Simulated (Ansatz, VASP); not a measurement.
**Two plane-wave programs on Co**

```
Co
1.0
     2.47056    0.00000    0.00000
    -1.23528    2.13957    0.00000
     0.00000    0.00000    8.08823
Co
4
Direct
  0.66667 0.33333 0.75000
  0.00000 0.00000 0.50000
  0.33333 0.66667 0.25000
  0.00000 0.00000 0.00000
```

Alike in both runs: task single point; functional PBE; k mesh 12 × 12 × 4; occupations gaussian, width 0.027 eV; collinear spin.

```csv
,VASP,Ansatz
version,VASP 6.6.1,Ansatz 0.2.0
potentials or method,"VASP PAW PBE potentials, release 64 (Co_sv)",Ansatz PAW
plane-wave cutoff (eV),690,420
valence electrons in the cell,68,68
```

VASP gave:

- gap on the k mesh at the Fermi level (eV): none
- pressure (GPa): 3.3
- traceless stress, the component that is largest in VASP (GPa): -3.07
- net moment per atom (μB): 1.66
- size of the moment on the site where the two differ most (μB): 1.71

What did Ansatz give for the same quantities?

gap on the k mesh at the Fermi level (eV): none; pressure (GPa): 4.7; traceless stress, the component that is largest in VASP (GPa): -3.08; net moment per atom (μB): 1.66; size of the moment on the site where the two differ most (μB): 1.71.

Site moments also hang on the region over which each program counts them. A gap of «none» marks a metal or a gap that the smearing closes.
